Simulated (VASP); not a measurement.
# TaTlO2 (P6/mmm) in VASP: notebook

The runs below take TaTlO2 through relaxation of cell and atoms, single point, with PBE.

Program: VASP 6.6.1. These are calculated values, not measurements. Logs are shortened: lines on timing, memory, paths and dates and some standing lists are left out, and cuts for length are marked.

## Step 1: The cell of the first run

The structure is hexagonal, space group P6/mmm (No. 191). The conventional cell has a = 3.306 Å, b = 3.306 Å, c = 8.324 Å, α = 90.00°, β = 90.00°, γ = 120.00°. Ta (site symmetry 6/mmm) has 6 O at 1.91 Å within 2.5 Å. Tl (site symmetry 6/mmm) has 6 Tl at 3.31 Å and 2 Ta at 4.16 Å within 4.3 Å. Within 2.5 Å of O (site symmetry -6m2) lie 3 Ta at 1.91 Å and 3 O at 1.91 Å.

The cell was built from a structure type or drawn by symmetry, and may not be a known phase.

## Step 2: Relaxation of cell and atoms, PBE

Input file INCAR:

```
  PREC = Accurate
  ENCUT = 600
  EDIFF = 1E-7
  ISMEAR = 0
  SIGMA = 0.1
  LREAL = F
  LASPH = T
  NELM = 80
  ALGO = Normal
  ISIF = 3
  LWAVE = F
  LCHARG = F
  GGA = PE
  IBRION = 2
  NSW = 90
  EDIFFG = -0.04
```

Input file KPOINTS:

```
regular mesh
0
Gamma
  6 6 2
```

Input file POSCAR:

```
TaTlO2
1.0
    3.3059518200      0.0000000000      0.0000000000
   -1.6529759100      2.8630382600      0.0000000000
    0.0000000000      0.0000000000      8.3236650000
Ta Tl O
1 1 2
Direct
    0.0000000000      0.0000000000      0.5000000000
    0.0000000000      0.0000000000      0.0000000000
    0.3333333300      0.6666666700      0.5000000000
    0.6666666700      0.3333333300      0.5000000000
```

Potentials or basis: VASP PAW PBE potentials, release 64 (Ta_pv, Tl_d, O).

Run with:

```console
$ cat potpaw_PBE.64/Ta_pv/POTCAR potpaw_PBE.64/Tl_d/POTCAR potpaw_PBE.64/O/POTCAR > POTCAR
$ mpirun -np 1 vasp_std > vasp.out
```

OUTCAR:

```text
PREC = Accurate
   ENCUT = 600
   EDIFF = 1E-7
   ISMEAR = 0
   LREAL = F
   LASPH = T
   NELM = 80
   ISIF = 3
   GGA = PE
   IBRION = 2
   NSW = 90
   EDIFFG = -0.04

 ion  position               nearest neighbor table
   1  0.000  0.000  0.500-   3 1.91   4 1.91   4 1.91   3 1.91   4 1.91   3 1.91
   2  0.000  0.000  0.000-
   3  0.333  0.667  0.500-   1 1.91   4 1.91   4 1.91   1 1.91   1 1.91   4 1.91
   4  0.667  0.333  0.500-   1 1.91   3 1.91   3 1.91   1 1.91   1 1.91   3 1.91

  LATTYP: Found a hexagonal cell.
 ALAT       =     3.3059518200
 C/A-ratio  =     2.5177817020

  Lattice vectors:

 A1 = (   3.3059518200,   0.0000000000,   0.0000000000)
 A2 = (  -1.6529759100,   2.8630382600,   0.0000000000)
 A3 = (   0.0000000000,   0.0000000000,   8.3236650000)

Analysis of symmetry for initial positions (statically):
=====================================================================
 Subroutine PRICEL returns:
 Original cell was already a primitive cell.

 Routine SETGRP: Setting up the symmetry group for a
 hexagonal supercell.

 Subroutine GETGRP returns: Found 24 space group operations
 (whereof 24 operations were pure point group operations)
 out of a pool of 24 trial point group operations.

The static configuration has the point symmetry D_6h.

Analysis of symmetry for dynamics (positions and initial velocities):
=====================================================================
 Subroutine PRICEL returns:
 Original cell was already a primitive cell.

 Routine SETGRP: Setting up the symmetry group for a
 hexagonal supercell.

 Subroutine GETGRP returns: Found 24 space group operations
 (whereof 24 operations were pure point group operations)
 out of a pool of 24 trial point group operations.

The dynamic configuration has the point symmetry D_6h.

 Subroutine INISYM returns: Found 24 space group operations
 (whereof 24 operations are pure point group operations),
 and found     1 'primitive' translations

----------------------------------------------------------------------------------------

                                     Primitive cell

  volume of cell :      78.7840

  direct lattice vectors                    reciprocal lattice vectors
     3.305951820  0.000000000  0.000000000     0.302484747  0.174639650  0.000000000
    -1.652975910  2.863038260  0.000000000     0.000000000  0.349279300  0.000000000
     0.000000000  0.000000000  8.323665000     0.000000000  0.000000000  0.120139386

  length of vectors
     3.305951820  3.305951820  8.323665000     0.349279300  0.349279300  0.120139386

  position of ions in fractional coordinates (direct lattice)
     0.000000000  0.000000000  0.500000000
     0.000000000  0.000000000  0.000000000
     0.333333330  0.666666670  0.500000000
     0.666666670  0.333333330  0.500000000

  ion indices of the primitive-cell ions
   primitive index   ion index
                 1           1
                 2           2
                 3           3
                 4           4

----------------------------------------------------------------------------------------

 KPOINTS: regular mesh

Automatic generation of k-mesh.
 Grid dimensions read from file:
 generate k-points for:    6    6    2

 Generating k-lattice:

  Cartesian coordinates                     Fractional coordinates (reciprocal lattice)
     0.050414125  0.029106608  0.000000000     0.166666667  0.000000000  0.000000000
     0.000000000  0.058213217  0.000000000     0.000000000  0.166666667  0.000000000
     0.000000000  0.000000000  0.060069693     0.000000000  0.000000000  0.500000000

  Length of vectors
     0.058213217  0.058213217  0.060069693

  Shift w.r.t. Gamma in fractional coordinates (k-lattice)
     0.000000000  0.000000000  0.000000000

 Subroutine IBZKPT returns following result:
 ===========================================

 Found     14 irreducible k-points:

 Following reciprocal coordinates:
            Coordinates               Weight
  0.000000  0.000000  0.000000      1.000000
  0.166667  0.000000  0.000000      6.000000
[... 43 lines left out ...]
  ---------------------------------------------------
  free energy    TOTEN  =       -24.74808603 eV

  energy without entropy =      -24.71790305  energy(sigma->0) =      -24.73299454

------------------------ aborting loop because EDIFF is reached ----------------------------------------

  FORCE on cell =-STRESS in cart. coord.  units (eV):
  Direction    XX          YY          ZZ          XY          YZ          ZX
  --------------------------------------------------------------------------------------
  -------------------------------------------------------------------------------------
  Total       33.5090704     33.5090704     -2.1049838      0.0000000     -0.0000000      0.0000000
  in kB      681.4511011    681.4511012    -42.8076193      0.0000000     -0.0000000      0.0000000
  external PRESSURE =     440.0315277 kB  Pullay stress =       0.0000000 kB
[... 23 lines left out ...]
  energy  without entropy=      -24.7179030501  energy(sigma->0) =      -24.73299454

--------------------------------------- Ionic step        2  -------------------------------------------

 number of electron      36.0000004 magnetization

 E-fermi :  -0.0169     XC(G=0):  -6.9734

 val. band max:       -0.0205682175   @ k =   0.5000   0.0000   0.0000
 cond. band min:      -0.0160635013   @ k =   0.3333   0.1667   0.0000
 fundamental gap:      0.0045047161
 Fermi energy:        -0.0169180455

 k-point     1 :       0.0000    0.0000    0.0000
  band No.  band energies     occupation
      1     -36.4664      2.00000
      2     -36.4664      2.00000
      3     -36.4016      2.00000
      4     -16.4828      2.00000
      5     -15.4133      2.00000
      6     -12.3400      2.00000
[... 408 lines left out ...]
  FREE ENERGIE OF THE ION-ELECTRON SYSTEM (eV)
  ---------------------------------------------------
  free  energy   TOTEN  =       -27.6700318237 eV

  energy  without entropy=      -27.6460490510  energy(sigma->0) =      -27.65804044

 E-fermi :   3.1906     XC(G=0):  -9.2666

 val. band max:        3.1825208147   @ k =   0.1667   0.1667   0.0000
 cond. band min:       3.2293285057   @ k =   0.0000   0.0000   0.0000
 fundamental gap:      0.0468076909
 Fermi energy:         3.1906047431

 k-point     1 :       0.0000    0.0000    0.0000
  band No.  band energies     occupation
      1     -32.7809      2.00000
      2     -32.4182      2.00000
      3     -32.4182      2.00000
      4     -17.1792      2.00000
      5     -12.9297      2.00000
      6      -8.4087      2.00000
[... 324 lines left out ...]
      6      -8.2707      2.00000
[... 14 lines left out ...]
     21       5.7396      0.00000
     22       5.7396      0.00000

[... ionic steps 4 to 9 ...]

--------------------------------------- Ionic step       10  -------------------------------------------

 number of electron      36.0000005 magnetization

 E-fermi :  11.5498     XC(G=0): -13.3706

 val. band max:       11.5338550437   @ k =   0.1667   0.0000   0.5000
 cond. band min:      11.6720096401   @ k =   0.3333   0.3333   0.5000
 fundamental gap:      0.1381545963
 Fermi energy:        11.5498226031

 k-point     1 :       0.0000    0.0000    0.0000
  band No.  band energies     occupation
      1     -28.2638      2.00000
      2     -24.9520      2.00000
      3     -24.9520      2.00000
      4     -10.9411      2.00000
      5      -9.1325      2.00000
      6      -9.1325      2.00000
[... 412 lines left out ...]
  energy  without entropy=      -28.6263901905  energy(sigma->0) =      -28.63326890

--------------------------------------- Ionic step       12  -------------------------------------------

 number of electron      36.0000005 magnetization

 Free energy of the ion-electron system (eV)
  ---------------------------------------------------
  ext. energy  EPLUGINS =         0.00000000
  ---------------------------------------------------
  free energy    TOTEN  =       -28.64652014 eV

  energy without entropy =      -28.63034553  energy(sigma->0) =      -28.63843284

 E-fermi :   5.1858     XC(G=0): -10.4627

 val. band max:        5.1540123857   @ k =   0.3333   0.0000   0.5000
 cond. band min:       5.2466360557   @ k =   0.3333   0.3333   0.0000
 fundamental gap:      0.0926236700
 Fermi energy:         5.1858480468

 k-point     1 :       0.0000    0.0000    0.0000
  band No.  band energies     occupation
      1     -31.1229      2.00000
      2     -30.6579      2.00000
      3     -30.6579      2.00000
      4     -15.5157      2.00000
      5     -11.2910      2.00000
      6      -7.1767      2.00000
[... 370 lines left out ...]
  FREE ENERGIE OF THE ION-ELECTRON SYSTEM (eV)
  ---------------------------------------------------
  free  energy   TOTEN  =       -28.6465201396 eV

  energy  without entropy=      -28.6303455340  energy(sigma->0) =      -28.63843284

 reached required accuracy - stopping structural energy minimisation
```

Wall time 8.9 min (1 thread of Intel Xeon 8259CL, shared host); peak memory 0.26 GiB.

Results:

```
Free energy                           : -28.6465 eV
Relaxed volume                        : 17.35 Å³/atom
Relaxed cell                          : a = 3.679 Å, b = 3.679 Å, c = 5.921 Å, α = 90.00°, β = 90.00°, γ = 120.00°
Space group after relaxing (to 0.1 Å) : P6/mmm (No. 191)
Pressure after relaxing               : 0.1 GPa
Band gap on the k mesh                : zero (bands 18 and 19 overlap by 1.32 eV)
```

Stress tensor (GPa, compression positive):
```
0.01 0.00 0.00
0.00 0.01 0.00
0.00 0.00 0.18
```

Final structure:
```
Ta Tl O
1.0
     3.67864    0.00000    0.00000
    -1.83932    3.18579    0.00000
     0.00000    0.00000    5.92085
Ta Tl O
1 1 2
Cartesian
  0.0000 0.0000 2.9604
  0.0000 0.0000 0.0000
  0.0000 2.1239 2.9604
  1.8393 1.0619 2.9604
```

Levels at points of the mesh, in eV from the Fermi level:
```
           k point  band 14  band 15  band 16  band 17  band 18  band 19  band 20  band 21  band 22
(0.00, 0.00, 0.00)    -5.69    -1.79    -1.26    -1.26     0.65     0.65     0.70     1.12     6.92
(0.50, 0.00, 0.00)    -5.45    -3.37    -3.27    -2.05    -1.35     0.20     1.32     1.93     3.29
(0.00, 0.00, 0.50)    -4.46    -3.57    -1.80    -1.25    -1.25     0.40     0.40     4.59     7.92
(0.50, 0.00, 0.50)    -5.73    -3.37    -2.92    -2.52    -1.95    -0.67    -0.17     3.02     3.28
```

Caveat: the k points lie up to 0.53 Å⁻¹ apart in the final cell, too coarse for converged energies and pressures of a metal; a cell axis changed by over 15 % at a fixed basis, so the end point is rough; spin-orbit coupling is left out, which moves the levels of the heavy elements.

## Step 3: Relaxation of cell and atoms, PBE

This run uses another cell than the first one, of 17.38 Å³/atom.

Input file INCAR:

```
PREC = Accurate
ENCUT = 600
EDIFF = 1E-7
ISMEAR = 0
SIGMA = 0.1
LREAL = False
LASPH = True
NELM = 60
ALGO = Normal
ISIF = 3
LWAVE = False
LCHARG = False
GGA = PE
IBRION = 2
NSW = 90
EDIFFG = -0.04
```

Input file KPOINTS:

```
regular mesh
0
Gamma
  6 6 4
```

Input file POSCAR:

```
TaTlO2
1.0
    3.6762308620      0.0000000000      0.0000000000
   -1.8381154310      3.1837093166      0.0000000000
    0.0000000000      0.0000000000      5.9398502473
Ta Tl O
1 1 2
Direct
    0.0000000000      0.0000000000      0.5000000000
    0.0000000000      0.0000000000      0.0000000000
    0.3333333333      0.6666666667      0.5000000000
    0.6666666667      0.3333333333      0.5000000000
```

Potentials or basis: VASP PAW PBE potentials, release 64 (Ta_pv, Tl_d, O).

Run with:

```console
$ cat potpaw_PBE.64/Ta_pv/POTCAR potpaw_PBE.64/Tl_d/POTCAR potpaw_PBE.64/O/POTCAR > POTCAR
$ mpirun -np 1 vasp_std > vasp.out
```

It took 3.3 min on 1 thread of Intel Xeon 8259CL, shared host; peak memory 0.24 GiB.

It converged, with:

| Quantity | Value |
| --- | --- |
| Free energy | -28.6906 eV |
| Relaxed volume | 18.03 Å³/atom |
| Relaxed cell | a = 3.679 Å, b = 3.679 Å, c = 6.152 Å, α = 90.00°, β = 90.00°, γ = 120.00° |
| Space group after relaxing (to 0.1 Å) | P6/mmm (No. 191) |
| Energy gained by relaxing | 9.9 meV/atom |
| Ionic steps | 5 |
| Pressure after relaxing | 0.1 GPa |
| Band gap on the k mesh | zero (bands 18 and 19 overlap by 1.58 eV) |

Step by step:
| step | energy change (eV) | largest force (eV/Å) | pressure (GPa) | volume (Å³) |
| --- | --- | --- | --- | --- |
| 1 | 0.0000 | 0.0000 | 2.38 | 69.52 |
| 2 | -0.0350 | 0.0000 | -0.85 | 72.14 |
| 3 | -0.0352 | 0.0000 | -1.06 | 72.34 |
| 4 | -0.0334 | 0.0000 | 1.49 | 71.81 |
| 5 | -0.0397 | 0.0000 | 0.08 | 72.10 |

Final structure:
```yaml
crystal:
  lattice:
    - [3.67881, 0.00000, 0.00000]
    - [-1.83940, 3.18594, 0.00000]
    - [0.00000, 0.00000, 6.15166]
  atoms:
    - { symbol: Ta, position: [0.00000, 0.00000, 0.50000] }
    - { symbol: Tl, position: [0.00000, 0.00000, 0.00000] }
    - { symbol: O, position: [0.33333, 0.66667, 0.50000] }
    - { symbol: O, position: [0.66667, 0.33333, 0.50000] }
```

Levels at points of the mesh, in eV from the Fermi level:
| k point | band 14 | band 15 | band 16 | band 17 | band 18 | band 19 | band 20 | band 21 | band 22 |
| --- | --- | --- | --- | --- | --- | --- | --- | --- | --- |
| (0.00, 0.00, 0.00) | -5.21 | -1.38 | -0.89 | -0.89 | 0.96 | 1.19 | 1.19 | 1.22 | 7.37 |
| (0.50, 0.00, 0.00) | -5.00 | -3.00 | -2.82 | -1.66 | -1.01 | 0.74 | 1.84 | 2.01 | 3.35 |
| (0.00, 0.00, 0.50) | -4.18 | -2.83 | -1.38 | -0.88 | -0.88 | 1.03 | 1.03 | 4.80 | 8.02 |
| (0.50, 0.00, 0.50) | -5.19 | -3.00 | -2.53 | -1.67 | -1.58 | -0.48 | 0.48 | 3.50 | 3.67 |

Caveat: spin-orbit coupling is left out, which moves the levels of the heavy elements.

## Step 4: Single point, PBE

This run uses another cell than the first one, of 18.12 Å³/atom.

Input file INCAR:

```
SYSTEM = TaTlO2
ALGO = Normal
EDIFF = 1E-6
ENCUT = 520
GGA = PE
ISIF = 2
ISMEAR = 0
LASPH = .True.
LCHARG = .True.
LELF = .True.
LREAL = .False.
LVHAR = .True.
LWAVE = .False.
NBANDS = 26
NELM = 80
PREC = Accurate
SIGMA = 0.1
```

Input file KPOINTS:

```
k-points
0
Gamma
  12 12 8
  0 0 0
```

Input file POSCAR:

```
TaTlO2
1.0
    3.6693273808      0.0000000000      0.0000000000
   -1.8346636904      3.1777307266      0.0000000000
    0.0000000000      0.0000000000      6.2160640602
Ta Tl O
1 1 2
Direct
    0.0000000000      0.0000000000      0.5000000000
    0.0000000000      0.0000000000      0.0000000000
    0.3333333333      0.6666666667      0.5000000000
    0.6666666667      0.3333333333      0.5000000000
```

Run with:

```console
$ cat potpaw_PBE.64/Ta_pv/POTCAR potpaw_PBE.64/Tl_d/POTCAR potpaw_PBE.64/O/POTCAR > POTCAR
$ mpirun -np 1 vasp_std > vasp.out
```

It took 4.6 min on 1 thread of Intel Xeon 8259CL, shared host; peak memory 0.32 GiB.

Results (log left out):

| Quantity | Value |
| --- | --- |
| Free energy | -28.6366 eV |
| Pressure | 0.3 GPa |
| Band gap on the k mesh | zero (bands 18 and 19 overlap by 1.61 eV) |

Stress tensor (GPa, compression positive):
```
 0.45  0.00  0.00
 0.00  0.45  0.00
 0.00  0.00 -0.09
```

Levels at points of the mesh, in eV from the Fermi level:
| k point | band 16 | band 17 | band 18 | band 19 | band 20 | band 21 |
| --- | --- | --- | --- | --- | --- | --- |
| (0.00, 0.00, 0.00) | -0.86 | -0.86 | 0.83 | 1.01 | 1.13 | 1.13 |
| (0.50, 0.00, 0.00) | -2.84 | -1.65 | -1.04 | 0.68 | 1.76 | 1.80 |
| (0.00, 0.00, 0.50) | -1.38 | -0.85 | -0.85 | 0.99 | 0.99 | 4.66 |
| (0.50, 0.00, 0.50) | -2.56 | -1.71 | -1.56 | -0.54 | 0.44 | 3.48 |

Caveat: spin-orbit coupling is left out, which moves the levels of the heavy elements.

## Step 5: Relaxation of cell and atoms, PBE

This run uses another cell than the first one, of 18.04 Å³/atom.

Input file INCAR:

```
PREC = Accurate ; ENCUT = 600
EDIFF = 1E-6 ; ISMEAR = 0
SIGMA = 0.1 ; LREAL = F
LASPH = T ; NELM = 100
ALGO = Normal ; ISIF = 3
LWAVE = F ; LCHARG = F
GGA = PE ; IBRION = 2
NSW = 100 ; EDIFFG = -0.01
```

Input file KPOINTS:

```
Automatic mesh
0
Gamma
  12 12 8
```

Input file POSCAR:

```
TaTlO2
1.0
    3.6762838326      0.0000000000      0.0000000000
   -1.8381419163      3.1837551905      0.0000000000
    0.0000000000      0.0000000000      6.1648209370
Ta Tl O
1 1 2
Direct
    0.0000000000      0.0000000000      0.5000000000
    0.0000000000      0.0000000000      0.0000000000
    0.3333333333      0.6666666667      0.5000000000
    0.6666666667      0.3333333333      0.5000000000
```

Run with:

```console
$ cat potpaw_PBE.64/Ta_pv/POTCAR potpaw_PBE.64/Tl_d/POTCAR potpaw_PBE.64/O/POTCAR > POTCAR
$ mpirun -np 1 vasp_std > vasp.out
```

Run time: 13 min. Hardware: 1 thread of Intel Xeon 8259CL, shared host; peak memory 0.36 GiB.

The run converged. Its results:

```
Free energy                           : -28.6413 eV
Relaxed volume                        : 18.12 Å³/atom
Relaxed cell                          : a = 3.672 Å, b = 3.672 Å, c = 6.205 Å, α = 90.00°, β = 90.00°, γ = 120.00°
Space group after relaxing (to 0.1 Å) : P6/mmm (No. 191)
Energy gained by relaxing             : 0.3 meV/atom
Ionic steps                           : 4
Pressure after relaxing               : 0.0 GPa
Band gap on the k mesh                : zero (bands 18 and 19 overlap by 1.60 eV)
```

The path:
| step | energy change (eV) | largest force (eV/Å) | pressure (GPa) | volume (Å³) |
| --- | --- | --- | --- | --- |
| 1 | 0.0000 | 0.0000 | -0.07 | 72.16 |
| 2 | -0.0006 | 0.0000 | 0.59 | 72.07 |
| 3 | -0.0008 | 0.0000 | 0.37 | 72.10 |
| 4 | -0.0013 | 0.0000 | -0.03 | 72.48 |

Final structure:
```
CELL_PARAMETERS angstrom
3.67247 0.00000 0.00000
-1.83623 3.18045 0.00000
0.00000 0.00000 6.20519
ATOMIC_POSITIONS crystal
Ta 0.00000 0.00000 0.50000
Tl 0.00000 0.00000 0.00000
O 0.33333 0.66667 0.50000
O 0.66667 0.33333 0.50000
```

Levels at points of the mesh, in eV from the Fermi level:
```tsv
k point	band 14	band 15	band 16	band 17	band 18	band 19	band 20	band 21	band 22
(0.00, 0.00, 0.00)	-5.24	-1.38	-0.87	-0.87	0.84	1.02	1.12	1.12	7.32
(0.50, 0.00, 0.00)	-5.06	-3.02	-2.84	-1.65	-1.04	0.67	1.75	1.81	3.32
(0.00, 0.00, 0.50)	-4.24	-2.89	-1.38	-0.86	-0.86	0.98	0.98	4.66	8.05
(0.50, 0.00, 0.50)	-5.20	-3.02	-2.55	-1.72	-1.57	-0.53	0.43	3.46	3.67
```

Caveat: spin-orbit coupling is left out, which moves the levels of the heavy elements.

## Step 6: The runs side by side

| task | cell | k mesh | cutoff (eV) | gap on the mesh (eV) | pressure (GPa) | relaxed volume (Å³/atom) |
| --- | --- | --- | --- | --- | --- | --- |
| relaxation of cell and atoms | relaxed from a = 3.306, b = 3.306, c = 8.324 Å, angles 90.0, 90.0, 120.0°, 4 atoms | 6 × 6 × 2 | 600 | none | 0.1 | 17.35 |
| relaxation of cell and atoms | relaxed from a = 3.676, b = 3.676, c = 5.940 Å, angles 90.0, 90.0, 120.0°, 4 atoms | 6 × 6 × 4 | 600 | none | 0.1 | 18.03 |
| single point | a = 3.669, b = 3.669, c = 6.216 Å, angles 90.0, 90.0, 120.0°, 4 atoms | 12 × 12 × 8 | 520 | none | 0.3 | - |
| relaxation of cell and atoms | relaxed from a = 3.676, b = 3.676, c = 6.165 Å, angles 90.0, 90.0, 120.0°, 4 atoms | 12 × 12 × 8 | 600 | none | 0.0 | 18.12 |

Alike in all rows: level PBE; potentials or basis VASP PAW PBE potentials, release 64 (Ta_pv, Tl_d, O); no spin polarisation; smearing gaussian 0.1 eV.

Caveats: some runs use coarse meshes; spin-orbit coupling is left out, which moves the levels of the heavy elements; a cell axis changed by over 15 % at a fixed basis, so the end point is rough (at least some runs).

Total energies depend on the potentials used, so only differences within one code and one set of settings carry meaning.
